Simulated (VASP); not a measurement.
# Rb2YHgF6 (Fm-3m) in VASP: single point with LDA

Aim: the single point of Rb2YHgF6 with LDA.

Everything below comes from runs of VASP 6.6.1. Logs are shortened: lines on timing, memory, paths and dates and some standing lists are left out, and cuts for length are marked.

## 1. The cell of the first run

The structure is cubic, space group Fm-3m (No. 225). The conventional cell has a = 9.552 Å, b = 9.552 Å, c = 9.552 Å, α = 90.00°, β = 90.00°, γ = 90.00°. Rb (site symmetry -43m) has 12 F at 3.38 Å and 4 Y at 4.14 Å and 4 Hg at 4.14 Å within 4.4 Å. Y (site symmetry m-3m) has 6 F at 2.18 Å within 2.9 Å. Hg (site symmetry m-3m) has 6 F at 2.59 Å within 3.4 Å. Within 2.9 Å of F (site symmetry 4mm) lie 1 Y at 2.18 Å and 1 Hg at 2.59 Å.

## 2. Single point, LDA

The input, INCAR:

```
PREC = Accurate ; ENCUT = 520
EDIFF = 1E-6 ; ISMEAR = -1
SIGMA = 0.05 ; LREAL = F
LASPH = T ; NELM = 80
ALGO = Normal ; ISIF = 2
LWAVE = F ; LCHARG = F
NBANDS = 52
```

The input, KPOINTS:

```
Automatic mesh
0
Gamma
  4 4 4
```

The input, POSCAR:

```
Rb2YHgF6
1.0
    0.0000000000      4.7757820000      4.7757820000
    4.7757820000      0.0000000000      4.7757820000
    4.7757820000      4.7757820000      0.0000000000
Rb Y Hg F
2 1 1 6
Direct
    0.7500000000      0.7500000000      0.7500000000
    0.2500000000      0.2500000000      0.2500000000
    0.0000000000      0.0000000000      0.0000000000
    0.5000000000      0.5000000000      0.5000000000
    0.7714530000      0.2285470000      0.2285470000
    0.2285470000      0.2285470000      0.7714530000
    0.2285470000      0.7714530000      0.7714530000
    0.2285470000      0.7714530000      0.2285470000
    0.7714530000      0.2285470000      0.7714530000
    0.7714530000      0.7714530000      0.2285470000
```

Potentials or basis: VASP PAW LDA potentials, release 64 (Rb_sv, Y_sv, Hg, F).

The run is started by

```
$ cat potpaw_LDA.64/Rb_sv/POTCAR potpaw_LDA.64/Y_sv/POTCAR potpaw_LDA.64/Hg/POTCAR potpaw_LDA.64/F/POTCAR > POTCAR
$ mpirun -np 1 vasp_std > vasp.out
```

OUTCAR:

```text
PREC = Accurate
   ENCUT = 520
   EDIFF = 1E-6
   ISMEAR = -1
   LREAL = F
   LASPH = T
   NELM = 80
   ISIF = 2

 ion  position               nearest neighbor table
   1  0.750  0.750  0.750-   7 3.38   9 3.38  10 3.38   5 3.38   8 3.38  10 3.38   5 3.38   6 3.38
                             9 3.38   6 3.38   7 3.38   8 3.38   3 4.14   4 4.14   4 4.14   4 4.14
   2  0.250  0.250  0.250-   5 3.38   9 3.38  10 3.38   7 3.38   8 3.38  10 3.38   6 3.38   7 3.38
                             9 3.38   5 3.38   6 3.38   8 3.38   4 4.14   3 4.14   3 4.14   3 4.14
   3  0.000  0.000  0.000-   5 2.18   6 2.18   7 2.18   8 2.18   9 2.18  10 2.18   1 4.14   2 4.14
                             1 4.14   1 4.14   1 4.14   2 4.14   2 4.14   2 4.14
   4  0.500  0.500  0.500-   5 2.59   6 2.59   7 2.59   8 2.59   9 2.59  10 2.59   1 4.14   2 4.14
                             2 4.14   2 4.14   2 4.14   1 4.14   1 4.14   1 4.14
   5  0.771  0.229  0.229-   3 2.18   4 2.59   2 3.38   1 3.38   1 3.38   2 3.38
   6  0.229  0.229  0.771-   3 2.18   4 2.59   2 3.38   1 3.38   1 3.38   2 3.38
   7  0.229  0.771  0.771-   3 2.18   4 2.59   1 3.38   1 3.38   2 3.38   2 3.38
   8  0.229  0.771  0.229-   3 2.18   4 2.59   2 3.38   1 3.38   1 3.38   2 3.38
   9  0.771  0.229  0.771-   3 2.18   4 2.59   1 3.38   1 3.38   2 3.38   2 3.38
  10  0.771  0.771  0.229-   3 2.18   4 2.59   1 3.38   1 3.38   2 3.38   2 3.38

  LATTYP: Found a face centered cubic cell.
 ALAT       =     9.5515640000

  Lattice vectors:

 A1 = (   0.0000000000,   4.7757820000,   4.7757820000)
 A2 = (   4.7757820000,   0.0000000000,   4.7757820000)
 A3 = (   4.7757820000,   4.7757820000,   0.0000000000)

Analysis of symmetry for initial positions (statically):
=====================================================================
 Subroutine PRICEL returns:
 Original cell was already a primitive cell.

 Routine SETGRP: Setting up the symmetry group for a
 face centered cubic supercell.

 Subroutine GETGRP returns: Found 48 space group operations
 (whereof 48 operations were pure point group operations)
 out of a pool of 48 trial point group operations.

The static configuration has the point symmetry O_h .

Analysis of symmetry for dynamics (positions and initial velocities):
=====================================================================
 Subroutine PRICEL returns:
 Original cell was already a primitive cell.

 Routine SETGRP: Setting up the symmetry group for a
 face centered cubic supercell.

 Subroutine GETGRP returns: Found 48 space group operations
 (whereof 48 operations were pure point group operations)
 out of a pool of 48 trial point group operations.

The dynamic configuration has the point symmetry O_h .
[... 109 lines left out ...]
   NELECT =      83.0000    total number of electrons
   NUPDOWN=      -1.0000    fix difference up-down
   EMIN   =  10.00;   EMAX   =-10.00  energy-range for DOS
   EFERMI =   0.00;   METHOD = LEGACY
   ISMEAR =    -1;   SIGMA  =   0.05  broadening in eV -4-tet -1-fermi 0-gaus
   EFERMI_NEDOS =   21; number of points for ismear=-14 and -15
   IALGO  =     38    algorithm
   IMIX   =      4    mixing-type and parameters
     AMIX     =   0.40;   BMIX     =  1.00
     AMIX_MAG =   1.60;   BMIX_MAG =  1.00
  volume/ion in A,a.u.               =      21.79       147.01
  Fermi-wavevector in a.u.,A,eV,Ry     =   1.186806  2.242738 19.163919  1.408508
  Thomas-Fermi vector in A             =   2.322971
   LORBIT       =      0    0 simple, 1 ext, 2 COOP (PROOUT), +10 PAW based schemes
   GGA     = CA    functional components
   LHFCALC =     F    Hartree Fock is set to
   AEXX    =    0.0000 exact exchange contribution
   IVDW    =     0    specifies the selected vdW correction
   LEPSILON=     F    determine dielectric tensor
   LRPA    =     F    only Hartree local field effects (RPA)
 non-spin polarized calculation
  energy-cutoff  :      520.00
  volume of cell :      217.85
 maximum number of plane-waves:      5961
   NGX = 25   NGY = 25   NGZ = 25

 number of electron      83.0000004 magnetization

 Free energy of the ion-electron system (eV)
  ---------------------------------------------------
  ext. energy  EPLUGINS =         0.00000000
  ---------------------------------------------------
  free energy    TOTEN  =       -52.00118759 eV

  energy without entropy =      -51.95259873  energy(sigma->0) =      -51.97689316

 E-fermi :  -0.2730     XC(G=0):  -8.7820

 val. band max:       -0.3020436761   @ k =  -0.2500   0.5000   0.2500
 cond. band min:      -0.2526301176   @ k =   0.5000   0.2500   0.0000
 fundamental gap:      0.0494135585
 Fermi energy:        -0.2729502273

 k-point     1 :       0.0000    0.0000    0.0000
  band No.  band energies     occupation
      1     -41.3361      2.00000
      2     -26.5418      2.00000
      3     -26.5300      2.00000
      4     -23.3068      2.00000
      5     -23.3068      2.00000
      6     -23.3068      2.00000
[... 429 lines left out ...]
     51       6.0322      0.00000
     52       6.7915      0.00000

------------------------ aborting loop because EDIFF is reached ----------------------------------------

  FORCE on cell =-STRESS in cart. coord.  units (eV):
  Direction    XX          YY          ZZ          XY          YZ          ZX
  --------------------------------------------------------------------------------------
  -------------------------------------------------------------------------------------
  Total       -6.7858509     -6.7858509     -6.7858509     -0.0000000      0.0000000      0.0000000
  in kB      -49.9058452    -49.9058452    -49.9058452     -0.0000000      0.0000000      0.0000000
  external PRESSURE =     -49.9058452 kB  Pullay stress =       0.0000000 kB

 VOLUME and BASIS-vectors are now :
 -----------------------------------------------------------------------------
  energy-cutoff  :      520.00
  volume of cell :      217.85
      direct lattice vectors                 reciprocal lattice vectors
     0.000000000  4.775782000  4.775782000    -0.104694896  0.104694896  0.104694896
     4.775782000  0.000000000  4.775782000     0.104694896 -0.104694896  0.104694896
     4.775782000  4.775782000  0.000000000     0.104694896  0.104694896 -0.104694896

 POSITION                                       TOTAL-FORCE (eV/Angst)
 -----------------------------------------------------------------------------------
      7.16367      7.16367      7.16367        -0.000000     -0.000000     -0.000000
      2.38789      2.38789      2.38789        -0.000000     -0.000000     -0.000000
      0.00000      0.00000      0.00000        -0.000000     -0.000000     -0.000000
      4.77578      4.77578      4.77578        -0.000000     -0.000000     -0.000000
      2.18298      4.77578      4.77578        -0.273953     -0.000000     -0.000000
      4.77578      4.77578      2.18298        -0.000000     -0.000000     -0.273953
      7.36858      4.77578      4.77578         0.273953     -0.000000     -0.000000
      4.77578      2.18298      4.77578        -0.000000     -0.273953     -0.000000
      4.77578      7.36858      4.77578        -0.000000      0.273953     -0.000000
      4.77578      4.77578      7.36858        -0.000000     -0.000000      0.273953
 -----------------------------------------------------------------------------------
    total drift:                               -0.000000     -0.000000     -0.000000

  FREE ENERGIE OF THE ION-ELECTRON SYSTEM (eV)
  ---------------------------------------------------
  free  energy   TOTEN  =       -52.0011875863 eV

  energy  without entropy=      -51.9525987342  energy(sigma->0) =      -51.97689316
```

OSZICAR:

```text
N       E                     dE             d eps       ncg     rms          rms(c)
DAV:   1     0.643675853295E+03    0.64368E+03   -0.42730E+04   832   0.148E+03
DAV:   2    -0.704586382402E+01   -0.65072E+03   -0.63483E+03  1016   0.357E+02
DAV:   3    -0.568183743206E+02   -0.49773E+02   -0.49515E+02  1064   0.100E+02
DAV:   4    -0.588454483152E+02   -0.20271E+01   -0.20237E+01  1284   0.154E+01
DAV:   5    -0.588795740093E+02   -0.34126E-01   -0.34119E-01  1040   0.213E+00    0.381E+01
DAV:   6    -0.523538312803E+02    0.65257E+01   -0.28077E+01   920   0.273E+01    0.323E+01
DAV:   7    -0.521523077722E+02    0.20152E+00   -0.24448E+00  1016   0.714E+00    0.191E+01
DAV:   8    -0.520066703016E+02    0.14564E+00   -0.35686E-01   964   0.364E+00    0.104E+00
DAV:   9    -0.520014558276E+02    0.52145E-02   -0.74817E-02  1072   0.130E+00    0.381E-01
DAV:  10    -0.520012865619E+02    0.16927E-03   -0.48414E-03  1060   0.373E-01    0.268E-01
DAV:  11    -0.520011893801E+02    0.97182E-04   -0.16459E-03  1060   0.230E-01    0.155E-01
DAV:  12    -0.520011953800E+02   -0.59999E-05   -0.23862E-04  1156   0.732E-02    0.907E-02
DAV:  13    -0.520011869088E+02    0.84713E-05   -0.52121E-05  1132   0.457E-02    0.177E-02
DAV:  14    -0.520011875863E+02   -0.67750E-06   -0.86628E-06  1020   0.154E-02
   1 F= -.52001188E+02 E0= -.51976893E+02  d E =-.485889E-01
```

stdout:

```text
POSCAR found type information on POSCAR RbY HgF
 POSCAR found :  4 types and      10 ions
 scaLAPACK will be used
 LDA part: xc-table for (Slater(with rela. corr.)+CA(PZ))
 , standard interpolation
 POSCAR, INCAR and KPOINTS ok, starting setup
 FFT: planning ... GRIDC
 FFT: planning ... GRID_SOFT
 FFT: planning ... GRID
 WAVECAR not read
 entering main loop
```

Wall time 3.4 min (1 thread of Intel Xeon 6975P-C, shared host); peak memory 0.33 GiB.

What came out:

| Property | Result |
| --- | --- |
| Free energy | -52.0012 eV |
| Pressure | -5.0 GPa |
| Largest force | 0.274 eV/Å |

Forces in eV/Å, atoms in the order of the input:
```
Rb   0.000  0.000  0.000
Rb   0.000  0.000  0.000
Y    0.000  0.000  0.000
Hg   0.000  0.000  0.000
F   -0.274  0.000  0.000
F    0.000  0.000 -0.274
F    0.274  0.000  0.000
F    0.000 -0.274  0.000
F    0.000  0.274  0.000
F    0.000  0.000  0.274
```

Levels at points of the mesh, in eV from the Fermi level:
```csv
k point,band 38,band 39,band 40,band 41,band 42,band 43,band 44,band 45,band 46,band 47
"(0.00, 0.00, 0.00)",-3.68,-3.38,-3.38,-3.38,-0.42,3.84,4.90,4.90,4.90,4.97
"(0.50, 0.00, 0.00)",-3.50,-3.45,-2.98,-2.98,0.22,3.60,4.74,4.74,5.00,5.20
"(0.50, 0.50, 0.00)",-3.65,-3.41,-3.41,-3.38,-0.19,3.80,4.95,5.06,5.06,5.41
```

Caveat: spin-orbit coupling is left out, which moves the levels of the heavy elements; an odd number of electrons without spin polarisation forces a metal; a magnetic or distorted state may lie lower.
